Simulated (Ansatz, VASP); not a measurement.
This is a calculation of Ge for Ansatz 0.2.0.

input.yaml

```yaml
crystal:
  lattice:
    - [-1.6399656558, 1.6399656558, 1.9099183467]
    - [1.6399656558, -1.6399656558, 1.9099183467]
    - [1.6399656558, 1.6399656558, -1.9099183467]
  atoms:
    - { symbol: Ge, position: [0.5, 0.5, 0.0] }
hamiltonian:
  xc: r2scan0
  pseudopotentials: { kind: paw }
kpoints:
  mp_grid: { grid: [6, 6, 6] }
scf:
  occupations: { method: fermi_dirac, width: 0.05 }
output:
  forces: true
  stress: true
  eigenvalues: true
```

Potentials or basis: Ansatz PAW.

Command:

```bash
$ ansatz run input.yaml --threads 2 --pin off --max-ram 5632MiB --backend cpu --events-out ev --progress --plain --runs-dir out
```

**Question.** Translate it to VASP 6.6.1. Potentials there: VASP PAW PBE potentials, release 64 (Ge_d).

**Answer.** As run (the cutoff follows the program's own potentials):

The input POSCAR:

```
Ge
1.0
   -1.6399656558      1.6399656558      1.9099183467
    1.6399656558     -1.6399656558      1.9099183467
    1.6399656558      1.6399656558     -1.9099183467
Ge
1
Direct
    0.5000000000      0.5000000000      0.0000000000
```

The input INCAR.step1:

```
  PREC = Accurate
  ENCUT = 520
  EDIFF = 1E-5
  ISMEAR = -1
  SIGMA = 0.05
  LREAL = F
  LASPH = T
  NELM = 60
  ALGO = Normal
  ISIF = 2
  LWAVE = T
  LCHARG = F
  GGA = PE
  NBANDS = 13
```

INCAR.step2

```
  PREC = Accurate
  ENCUT = 520
  EDIFF = 1E-7
  ISMEAR = -1
  SIGMA = 0.05
  LREAL = F
  LASPH = T
  NELM = 60
  ALGO = Normal
  ISIF = 2
  LWAVE = F
  LCHARG = F
  METAGGA = R2SCAN
  LHFCALC = T
  AEXX = 0.25
  LMIXTAU = T
  PRECFOCK = Normal
  ISTART = 1
  NBANDS = 13
```

File KPOINTS:

```
regular mesh
0
Gamma
  6 6 6
```

Potentials or basis: VASP PAW PBE potentials, release 64 (Ge_d).

Command:

```console
$ cat potpaw_PBE.64/Ge_d/POTCAR > POTCAR
$ cp INCAR.step1 INCAR
$ mpirun -np 1 vasp_std > vasp.out
$ cp INCAR.step2 INCAR
$ mpirun -np 1 vasp_std > vasp.out
```

Both were run:

|  | VASP | Ansatz | Ansatz less VASP |
| --- | --- | --- | --- |
| gap on the k mesh at the Fermi level (eV) | none | none | - |
| pressure (GPa) | -6.2 | -6.0 | +0.16 |
| traceless stress, the component that is largest in VASP (GPa) | -6.35 | -6.36 | -0.006 |

VASP's potentials were made for PBE, not for r2SCAN0. A gap of «none» marks a metal or a gap that the smearing closes. The functional is the same, so the differences come from potentials, cutoffs and numerics.

The k mesh is coarse, so the values compare programs but aren't converged.
